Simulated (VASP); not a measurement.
A run of VASP 6.6.1:

The input INCAR:

```
SYSTEM = HfBr
ALGO = Normal ; EDIFF = 1E-6
ENCUT = 520 ; GGA = PE
ISIF = 2 ; ISMEAR = 0
LASPH = .True. ; LCHARG = .False.
LREAL = .False. ; LWAVE = .False.
NBANDS = 16 ; NELM = 60
PREC = Accurate ; SIGMA = 0.1
```

The input KPOINTS:

```
k-points
0
Gamma
  6 6 4
  0 0 0
```

The input POSCAR:

```
HfBr
1.0
    3.3722622995      0.0000000031      0.0000000000
   -1.6861311524      2.9204648181      0.0000000000
    0.0000000000      0.0000000000      5.1381461653
Hf Br
1 1
Direct
    0.0000000000      0.0000000000      0.5000000000
    0.0000000000      0.0000000000      0.0000000000
```

Potentials or basis: VASP PAW PBE potentials, release 64 (Hf_pv, Br).

Run with:

```console
$ cat potpaw_PBE.64/Hf_pv/POTCAR potpaw_PBE.64/Br/POTCAR > POTCAR
$ mpirun -np 1 vasp_std > vasp.out
```

Hardware: 1 thread of Intel(R) Xeon(R) Platinum 8488C (Sapphire Rapids), with other jobs on the host.

Q: Estimate the wall time of this run.

A: Run time: 15 s on 1 thread of Intel(R) Xeon(R) Platinum 8488C (Sapphire Rapids), with other jobs on the host, peak memory 0.18 GiB. Counts: scf iterations 13, k points 21.
